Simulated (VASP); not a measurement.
# AlN (pbe) (P6_3mc) in VASP: a series of runs

Runs on AlN (pbe). Level: PBE. Tasks: single point, relaxation of the atoms.

All numbers are computed with VASP 6.6.1; they aren't measurements. Logs are shortened: lines on timing, memory, paths and dates and some standing lists are left out, and cuts for length are marked.

**1. The cell of the first run**

The structure is hexagonal, space group P6_3mc (No. 186). Conventional cell: a = 3.098 Å, b = 3.098 Å, c = 4.967 Å, α = 90.00°, β = 90.00°, γ = 120.00°. Al (site symmetry 3m) has 4 N at 1.88 to 1.90 Å within 2.5 Å. Within 2.5 Å of N (site symmetry 3m) lie 4 Al at 1.88 to 1.90 Å.

**2. Single point, PBE (strained cell)**

INCAR reads:

```
PREC = Accurate
ENCUT = 600
EDIFF = 1E-6
ISMEAR = 0
SIGMA = 0.02
LREAL = False
LASPH = True
NELM = 120
ALGO = Normal
ISIF = 2
LWAVE = False
LCHARG = False
GGA = PE
NBANDS = 16
GGA_COMPAT = False
```

KPOINTS reads:

```
regular mesh
0
Gamma
  9 9 4
```

POSCAR reads:

```
AlN
1.0
    3.0984699570      0.0000000000      0.0000000000
   -1.5492349785      2.6833536956      0.0000000000
    0.0000000000      0.0000000000      4.9671167525
Al N
2 2
Direct
    0.3333333333      0.6666666667      0.0001429124
    0.6666666667      0.3333333333      0.5001429124
    0.3333333333      0.6666666667      0.3818570876
    0.6666666667      0.3333333333      0.8818570876
```

Potentials or basis: VASP PAW PBE potentials, release 64 (Al, N).

On the command line:

```sh
cat potpaw_PBE.64/Al/POTCAR potpaw_PBE.64/N/POTCAR > POTCAR
mpirun -np 1 vasp_std > vasp.out
```

OUTCAR:

```text
PREC = Accurate
   ENCUT = 600
   EDIFF = 1E-6
   ISMEAR = 0
   LREAL = False
   LASPH = True
   NELM = 120
   ISIF = 2
   GGA = PE

 ion  position               nearest neighbor table
   1  0.333  0.667  0.000-   4 1.88   4 1.88   4 1.88   3 1.90   2 3.06   2 3.06   2 3.06   2 3.06
                             2 3.06   2 3.06
   2  0.667  0.333  0.500-   3 1.88   3 1.88   3 1.88   4 1.90   1 3.06   1 3.06   1 3.06   1 3.06
                             1 3.06   1 3.06
   3  0.333  0.667  0.382-   2 1.88   2 1.88   2 1.88   1 1.90
   4  0.667  0.333  0.882-   1 1.88   1 1.88   1 1.88   2 1.90

  LATTYP: Found a hexagonal cell.
 ALAT       =     3.0984699570
 C/A-ratio  =     1.6030869498

  Lattice vectors:

 A1 = (   3.0984699570,   0.0000000000,   0.0000000000)
 A2 = (  -1.5492349785,   2.6833536956,   0.0000000000)
 A3 = (   0.0000000000,   0.0000000000,   4.9671167525)

Analysis of symmetry for initial positions (statically):
=====================================================================
 Subroutine PRICEL returns:
 Original cell was already a primitive cell.

 Routine SETGRP: Setting up the symmetry group for a
 hexagonal supercell.

 Subroutine GETGRP returns: Found 12 space group operations
 (whereof  6 operations were pure point group operations)
 out of a pool of 24 trial point group operations.

The static configuration has the point symmetry C_3v.
 The point group associated with its full space group is C_6v.

Analysis of symmetry for dynamics (positions and initial velocities):
=====================================================================
 Subroutine PRICEL returns:
 Original cell was already a primitive cell.

 Routine SETGRP: Setting up the symmetry group for a
 hexagonal supercell.

 Subroutine GETGRP returns: Found 12 space group operations
 (whereof  6 operations were pure point group operations)
 out of a pool of 24 trial point group operations.

The dynamic configuration has the point symmetry C_3v.
 The point group associated with its full space group is C_6v.

 Subroutine INISYM returns: Found 12 space group operations
 (whereof  6 operations are pure point group operations),
 and found     1 'primitive' translations

----------------------------------------------------------------------------------------

[... 91 lines left out ...]
   LNONCOLLINEAR =      F non collinear calculations
   LSORBIT =      F    spin-orbit coupling
   LASPH  =      T    aspherical Exc in radial PAW
   ENCUT  =  600.0 eV  44.10 Ry    6.64 a.u.   6.19  6.19  9.92*2*pi/ulx,y,z
   NELM   =    120;   NELMIN=  2; NELMDL= -5     # of ELM steps
   EDIFF  = 0.1E-05   stopping-criterion for ELM
   LREAL  =      F    real-space projection
   EDIFFG = 0.1E-04   stopping-criterion for IOM
   NSW    =      0    number of steps for IOM
   IBRION =     -1    ionic relax: 0-MD 1-quasi-New 2-CG
   NFREE  =      0    steps in history (QN), initial steepest desc. (CG)
   ISIF   =      2    stress and relaxation
   ISYM   =      2    0-nonsym 1-usesym 2-fastsym
   POTIM  = 0.5000    time-step for ionic-motion
   TEBEG  =    0.0;   TEEND  =   0.0 temperature during run
   PSTRESS=    0.0 pullay stress
   NELECT =      16.0000    total number of electrons
   NUPDOWN=      -1.0000    fix difference up-down
   EMIN   =  10.00;   EMAX   =-10.00  energy-range for DOS
   EFERMI =   0.00;   METHOD = LEGACY
   ISMEAR =     0;   SIGMA  =   0.02  broadening in eV -4-tet -1-fermi 0-gaus
   EFERMI_NEDOS =   21; number of points for ismear=-14 and -15
   IALGO  =     38    algorithm
   IMIX   =      4    mixing-type and parameters
     AMIX     =   0.40;   BMIX     =  1.00
     AMIX_MAG =   1.60;   BMIX_MAG =  1.00
  volume/ion in A,a.u.               =      10.32        69.67
  Fermi-wavevector in a.u.,A,eV,Ry     =   1.193452  2.255297 19.379155  1.424328
  Thomas-Fermi vector in A             =   2.329466
   LORBIT       =      0    0 simple, 1 ext, 2 COOP (PROOUT), +10 PAW based schemes
   GGA     = PE    functional components
   LHFCALC =     F    Hartree Fock is set to
   AEXX    =    0.0000 exact exchange contribution
   IVDW    =     0    specifies the selected vdW correction
   LEPSILON=     F    determine dielectric tensor
   LRPA    =     F    only Hartree local field effects (RPA)
 non-spin polarized calculation
 Gauss-broadening in eV      SIGMA  =   0.02
  energy-cutoff  :      600.00
  volume of cell :       41.30
 maximum number of plane-waves:      1400
 NGX is ok and might be reduce to    28
   NGX = 13   NGY = 13   NGZ = 19

 number of electron      15.9999999 magnetization

 Free energy of the ion-electron system (eV)
  ---------------------------------------------------
  ext. energy  EPLUGINS =         0.00000000
  ---------------------------------------------------
  free energy    TOTEN  =       -29.76048057 eV

  energy without entropy =      -29.76048057  energy(sigma->0) =      -29.76048057

 E-fermi :   6.4407     XC(G=0): -10.9600

 val. band max:        6.2599206620   @ k =   0.0000   0.0000   0.0000
 cond. band min:      10.5700809710   @ k =   0.0000   0.0000   0.0000
 fundamental gap:      4.3101603090
 Fermi energy:         6.4406930818

 k-point     1 :       0.0000    0.0000    0.0000
  band No.  band energies     occupation
      1      -8.9943      2.00000
      2      -6.8176      2.00000
      3       0.2149      2.00000
      4       5.3968      2.00000
      5       5.3968      2.00000
      6       6.0465      2.00000
[... 433 lines left out ...]
      3       1.6518      2.00000
      4       1.7981      2.00000
      5       1.7981      2.00000
      6       3.2802      2.00000
[... 8 lines left out ...]
     15      19.4320      0.00000
     16      21.8616      0.00000

 [... further k-points ...]
[... 5 lines left out ...]
  --------------------------------------------------------------------------------------
  -------------------------------------------------------------------------------------
  Total        1.5666103      1.5666103      1.4383652      0.0000000     -0.0000000      0.0000000
  in kB       60.7773818     60.7773818     55.8020538      0.0000000     -0.0000000      0.0000000
  external PRESSURE =      59.1189391 kB  Pullay stress =       0.0000000 kB

 VOLUME and BASIS-vectors are now :
 -----------------------------------------------------------------------------
  energy-cutoff  :      600.00
  volume of cell :       41.30
      direct lattice vectors                 reciprocal lattice vectors
     3.098469957  0.000000000  0.000000000     0.322739937  0.186333990  0.000000000
    -1.549234978  2.683353696  0.000000000     0.000000000  0.372667979  0.000000000
     0.000000000  0.000000000  4.967116752     0.000000000  0.000000000  0.201324038

 POSITION                                       TOTAL-FORCE (eV/Angst)
 -----------------------------------------------------------------------------------
     -0.00000      1.78890      0.00071         0.000000      0.000000      0.000353
      1.54923      0.89445      2.48427        -0.000000      0.000000      0.000353
     -0.00000      1.78890      1.89673        -0.000000      0.000000     -0.000353
      1.54923      0.89445      4.38029         0.000000      0.000000     -0.000353
 -----------------------------------------------------------------------------------
    total drift:                               -0.000000      0.000000     -0.000559

  FREE ENERGIE OF THE ION-ELECTRON SYSTEM (eV)
  ---------------------------------------------------
  free  energy   TOTEN  =       -29.7604805737 eV

  energy  without entropy=      -29.7604805737  energy(sigma->0) =      -29.76048057
```

OSZICAR:

```text
N       E                     dE             d eps       ncg     rms          rms(c)
DAV:   1     0.489801437698E+02    0.48980E+02   -0.78919E+03  1152   0.100E+03
DAV:   2    -0.305468906407E+02   -0.79527E+02   -0.72359E+02  1616   0.208E+02
DAV:   3    -0.345284723884E+02   -0.39816E+01   -0.39675E+01  1480   0.498E+01
DAV:   4    -0.345533108482E+02   -0.24838E-01   -0.24837E-01  1400   0.420E+00
DAV:   5    -0.345536333933E+02   -0.32255E-03   -0.32254E-03  1528   0.475E-01    0.123E+01
DAV:   6    -0.297458132505E+02    0.48078E+01   -0.10650E+01  1432   0.250E+01    0.416E+00
DAV:   7    -0.297723695178E+02   -0.26556E-01   -0.74099E-01  1248   0.609E+00    0.295E+00
DAV:   8    -0.297648662913E+02    0.75032E-02   -0.59831E-02  1304   0.238E+00    0.551E-01
DAV:   9    -0.297599517889E+02    0.49145E-02   -0.11766E-02  1520   0.824E-01    0.243E-01
DAV:  10    -0.297605859925E+02   -0.63420E-03   -0.24977E-03  1296   0.315E-01    0.138E-01
DAV:  11    -0.297604770012E+02    0.10899E-03   -0.24787E-04  1360   0.126E-01    0.317E-02
DAV:  12    -0.297604806761E+02   -0.36748E-05   -0.14250E-05  1320   0.294E-02    0.800E-03
DAV:  13    -0.297604805737E+02    0.10238E-06   -0.54396E-06  1344   0.193E-02
   1 F= -.29760481E+02 E0= -.29760481E+02  d E =-.115212E-39
```

It took 44 s on 1 thread of AMD EPYC 7R43 (Zen 3), shared host; peak memory 0.14 GiB.

Results:

```yaml
Free_energy: -29.7605 eV
Pressure: 5.9 GPa
Band_gap_on_the_k_mesh: 4.31 eV, direct
```

Levels at points of the mesh, in eV from the valence-band top:
```csv
k point,band 5,band 6,band 7,band 8,band 9,band 10,band 11,band 12
"(0.00, 0.00, 0.00)",-0.86,-0.21,-0.21,0.00,4.31,6.77,10.70,11.25
"(0.00, 0.00, 0.50)",-0.55,-0.55,-0.55,-0.55,6.57,6.57,10.41,10.41
```

Caveat: the cell differs from its parent crystal (strained cell).

**3. Single point, PBE**

INCAR reads:

```
SYSTEM = AlN
PREC = Accurate
ENCUT = 600
EDIFF = 1E-6
ISMEAR = 0
SIGMA = 0.01
LREAL = .False.
LASPH = .True.
NELM = 120
ALGO = Normal
ISIF = 2
LWAVE = .False.
LCHARG = .True.
GGA = PE
LELF = .True.
LVHAR = .True.
NBANDS = 16
GGA_COMPAT = .False.
```

KPOINTS reads:

```
regular mesh
0
Gamma
  9 9 4
  0 0 0
```

POSCAR is that of step 2.

Potentials or basis: VASP PAW PBE potentials, release 64 (Al, N).

On the command line:

```sh
cat potpaw_PBE.64/Al/POTCAR potpaw_PBE.64/N/POTCAR > POTCAR
mpirun -np 1 vasp_std > vasp.out
```

OUTCAR:

```text
SYSTEM = AlN
   PREC = Accurate
   ENCUT = 600
   EDIFF = 1E-6
   ISMEAR = 0
   LREAL = .False.
   LASPH = .True.
   NELM = 120
   ISIF = 2
   GGA = PE

 ion  position               nearest neighbor table
   1  0.333  0.667  0.000-   4 1.88   4 1.88   4 1.88   3 1.90   2 3.06   2 3.06   2 3.06   2 3.06
                             2 3.06   2 3.06
   2  0.667  0.333  0.500-   3 1.88   3 1.88   3 1.88   4 1.90   1 3.06   1 3.06   1 3.06   1 3.06
                             1 3.06   1 3.06
   3  0.333  0.667  0.382-   2 1.88   2 1.88   2 1.88   1 1.90
   4  0.667  0.333  0.882-   1 1.88   1 1.88   1 1.88   2 1.90

  LATTYP: Found a hexagonal cell.
 ALAT       =     3.0984699570
 C/A-ratio  =     1.6030869498

  Lattice vectors:

 A1 = (   3.0984699570,   0.0000000000,   0.0000000000)
 A2 = (  -1.5492349785,   2.6833536956,   0.0000000000)
 A3 = (   0.0000000000,   0.0000000000,   4.9671167525)

Analysis of symmetry for initial positions (statically):
=====================================================================
 Subroutine PRICEL returns:
 Original cell was already a primitive cell.

 Routine SETGRP: Setting up the symmetry group for a
 hexagonal supercell.

 Subroutine GETGRP returns: Found 12 space group operations
 (whereof  6 operations were pure point group operations)
[... 171 lines left out ...]
 E-fermi :   6.3346     XC(G=0): -10.9600

 val. band max:        6.2599206620   @ k =   0.0000   0.0000   0.0000
 cond. band min:      10.5700809710   @ k =   0.0000   0.0000   0.0000
 fundamental gap:      4.3101603091
 Fermi energy:         6.3346259310

 k-point     1 :       0.0000    0.0000    0.0000
  band No.  band energies     occupation
      1      -8.9943      2.00000
      2      -6.8176      2.00000
      3       0.2149      2.00000
      4       5.3968      2.00000
      5       5.3968      2.00000
      6       6.0465      2.00000
[... 433 lines left out ...]
      3       1.6518      2.00000
      4       1.7981      2.00000
      5       1.7981      2.00000
      6       3.2802      2.00000
[... 8 lines left out ...]
     15      19.4320      0.00000
     16      21.8616      0.00000

 [... further k-points ...]
[... 5 lines left out ...]
  --------------------------------------------------------------------------------------
  -------------------------------------------------------------------------------------
  Total        1.5666103      1.5666103      1.4383652      0.0000000      0.0000000      0.0000000
  in kB       60.7773818     60.7773818     55.8020537      0.0000000      0.0000000      0.0000000
  external PRESSURE =      59.1189391 kB  Pullay stress =       0.0000000 kB

 VOLUME and BASIS-vectors are now :
 -----------------------------------------------------------------------------
  energy-cutoff  :      600.00
  volume of cell :       41.30
      direct lattice vectors                 reciprocal lattice vectors
     3.098469957  0.000000000  0.000000000     0.322739937  0.186333990  0.000000000
    -1.549234978  2.683353696  0.000000000     0.000000000  0.372667979  0.000000000
     0.000000000  0.000000000  4.967116752     0.000000000  0.000000000  0.201324038

 POSITION                                       TOTAL-FORCE (eV/Angst)
 -----------------------------------------------------------------------------------
     -0.00000      1.78890      0.00071         0.000000     -0.000000      0.000353
      1.54923      0.89445      2.48427         0.000000     -0.000000      0.000353
     -0.00000      1.78890      1.89673         0.000000     -0.000000     -0.000353
      1.54923      0.89445      4.38029        -0.000000      0.000000     -0.000353
 -----------------------------------------------------------------------------------
    total drift:                               -0.000000      0.000000     -0.000559

  FREE ENERGIE OF THE ION-ELECTRON SYSTEM (eV)
  ---------------------------------------------------
  free  energy   TOTEN  =       -29.7604805737 eV

  energy  without entropy=      -29.7604805737  energy(sigma->0) =      -29.76048057
```

Wall time 50 s (1 thread of AMD EPYC 7R43 (Zen 3), shared host); peak memory 0.15 GiB.

Results:

```yaml
Free_energy: -29.7605 eV
Pressure: 5.9 GPa
Band_gap_on_the_k_mesh: 4.31 eV, direct
```

Levels at points of the mesh, in eV from the valence-band top:
| k point | band 5 | band 6 | band 7 | band 8 | band 9 | band 10 | band 11 | band 12 |
| --- | --- | --- | --- | --- | --- | --- | --- | --- |
| (0.00, 0.00, 0.00) | -0.86 | -0.21 | -0.21 | 0.00 | 4.31 | 6.77 | 10.70 | 11.25 |
| (0.00, 0.00, 0.50) | -0.55 | -0.55 | -0.55 | -0.55 | 6.57 | 6.57 | 10.41 | 10.41 |

As with any semilocal functional, this PBE gap is likely too small.

**4. Relaxation of the atoms, PBE (strained cell)**

INCAR reads:

```
PREC     = Accurate       # precision mode
ENCUT    = 520            # plane-wave cutoff, eV
EDIFF    = 1E-7           # SCF threshold, eV
ISMEAR   = 0              # smearing method
SIGMA    = 0.02           # smearing width, eV
LREAL    = False          # projectors in reciprocal space
LASPH    = True           # aspherical terms in the spheres
NELM     = 120            # most SCF steps
ALGO     = Normal         # electronic algorithm
ISIF     = 2              # what is computed and relaxed
LWAVE    = False          # write WAVECAR
LCHARG   = False          # write CHGCAR
GGA      = PE             # functional
IBRION   = 2              # ionic algorithm
NSW      = 60             # ionic steps
EDIFFG   = -0.002         # ionic threshold
GGA_COMPAT= False        
NELMIN   = 4
```

KPOINTS reads:

```
Automatic mesh
0
Gamma
  9 9 4
```

POSCAR reads:

```
AlN
1.0
    3.0984699570      0.0000000000      0.0000000000
   -1.5492349785      2.6833536956      0.0000000000
    0.0000000000      0.0000000000      4.9671167525
Al N
2 2
Direct
    0.3333333333      0.6666666667      0.0002297745
    0.6666666667      0.3333333333      0.5002297745
    0.3333333333      0.6666666667      0.3817702255
    0.6666666667      0.3333333333      0.8817702255
```

On the command line:

```sh
cat potpaw_PBE.64/Al/POTCAR potpaw_PBE.64/N/POTCAR > POTCAR
mpirun -np 1 vasp_std > vasp.out
```

Run time: 35 s. Hardware: 1 thread of AMD EPYC 7R43 (Zen 3), shared host; peak memory 0.12 GiB.

The run converged. Its results:

- Free energy: -29.7574 eV
- Energy gained by relaxing: 0.0 meV/atom
- Ionic steps: 3
- Pressure after relaxing: 6.0 GPa
- Band gap on the k mesh: 4.31 eV, direct

Stress tensor (GPa, compression positive):
```
6.18 0.00 0.00
0.00 6.18 0.00
0.00 0.00 5.70
```

Final structure:
```xyz
4
Lattice="3.0985 0.0000 0.0000 -1.5492 2.6834 0.0000 0.0000 0.0000 4.9671" Properties=species:S:1:pos:R:3 pbc="T T T"
Al    0.0000    1.7889    0.0007
Al    1.5492    0.8945    2.4843
N     0.0000    1.7889    1.8967
N     1.5492    0.8945    4.3803
```

Levels at points of the mesh, in eV from the valence-band top:
```csv
k point,band 6,band 7,band 8,band 9,band 10,band 11
"(0.00, 0.00, 0.00)",-0.21,-0.21,0.00,4.31,6.77,10.70
"(0.00, 0.00, 0.50)",-0.55,-0.55,-0.55,6.57,6.57,10.41
```

Caveat: the cell differs from its parent crystal (strained cell).

**5. The runs side by side**

| task | cell | cutoff (eV) | smearing | gap on the mesh (eV) | pressure (GPa) |
| --- | --- | --- | --- | --- | --- |
| single point | as given | 600 | gaussian 0.02 eV | 4.31 | 5.9 |
| single point | as given | 600 | gaussian 0.01 eV | 4.31 | 5.9 |
| relaxation of the atoms | atoms relaxed | 520 | gaussian 0.02 eV | 4.31 | 6.0 |

Alike in all rows: level PBE; potentials or basis VASP PAW PBE potentials, release 64 (Al, N); no spin polarisation; k mesh 9 × 9 × 4.

Total energies depend on the potentials used, so only differences within one code and one set of settings carry meaning.
